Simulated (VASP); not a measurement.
MgS, 2 atoms in the cell. The structure is cubic, space group F-43m (No. 216). The conventional cell has a = 5.652 Å, b = 5.652 Å, c = 5.652 Å, α = 90.00°, β = 90.00°, γ = 90.00°. Within 3.2 Å of Mg (site symmetry -43m) lie 4 S at 2.45 Å. Within 3.2 Å of S (site symmetry -43m) lie 4 Mg at 2.45 Å. 

```yaml
Program: VASP 6.6.1
Task: single point
Functional: PBEsol
Potentials_or_basis: VASP PAW PBE potentials, release 64 (Mg, S)
Cutoff: 520 eV
k_mesh: 7 × 7 × 7
Occupations: fermi-dirac, width 0.05 eV
Spin: no spin polarisation
Dipole_correction: no
Further_INCAR_settings: ALGO = Normal; EDIFF = 1e-07; NBANDS = 11
```

Potentials or basis: VASP PAW PBE potentials, release 64 (Mg, S).

Command:

```sh
$ cat potpaw_PBE.64/Mg/POTCAR potpaw_PBE.64/S/POTCAR > POTCAR
$ mpirun -np 1 vasp_std > vasp.out
```

Hardware: 1 thread of Intel(R) Xeon(R) Platinum 8259CL CPU @ 2.50GHz (Skylake/Cascade Lake), on a shared host.

Task: How long does it take, and how much memory?

Result: Wall time 12 s on 1 thread of Intel(R) Xeon(R) Platinum 8259CL CPU @ 2.50GHz (Skylake/Cascade Lake), on a shared host, peak memory 0.16 GiB. Counts: scf iterations 13, k points 20.
